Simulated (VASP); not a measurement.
A run of VASP 6.6.1 is set up as follows.

POSCAR

```
ZrB
1.0
    0.0000000000      2.2935772291      2.2935772291
    2.2935772291      0.0000000000      2.2935772291
    2.2935772291      2.2935772291      0.0000000000
Zr B
1 1
Direct
    0.0000000000      0.0000000000      0.0000000000
    0.5000000000      0.5000000000      0.5000000000
```

File INCAR.step1:

```
SYSTEM = ZrB
PREC = Accurate ; ENCUT = 520
ISMEAR = -1 ; SIGMA = 0.1
LREAL = .FALSE. ; LASPH = .TRUE.
NELM = 100 ; NBANDS = 14
GGA = PE ; ALGO = Normal
EDIFF = 1E-4 ; LWAVE = .TRUE.
LCHARG = .FALSE.
```

INCAR.step2

```
SYSTEM = ZrB
PREC = Accurate ; ENCUT = 520
EDIFF = 1E-7 ; ISMEAR = -1
SIGMA = 0.1 ; LREAL = .FALSE.
LASPH = .TRUE. ; NELM = 100
ALGO = Normal ; ISIF = 2
LWAVE = .FALSE. ; LCHARG = .TRUE.
METAGGA = R2SCAN ; LMIXTAU = .TRUE.
LELF = .TRUE. ; LVHAR = .TRUE.
NBANDS = 14 ; ISTART = 1
```

Contents of KPOINTS:

```
regular mesh
0
G
  9 9 9
  0 0 0
```

Potentials or basis: VASP PAW PBE potentials, release 64 (Zr_sv, B).

Launch:

```sh
$ cat potpaw_PBE.64/Zr_sv/POTCAR potpaw_PBE.64/B/POTCAR > POTCAR
$ cp INCAR.step1 INCAR
$ mpirun -np 1 vasp_std > vasp.out
$ cp INCAR.step2 INCAR
$ mpirun -np 1 vasp_std > vasp.out
```

(1) What does it give for the pressure?

Answers

(1) 49.7 GPa.

Caveat: the PAW data sets were made with another functional, which shifts forces and pressure a little.
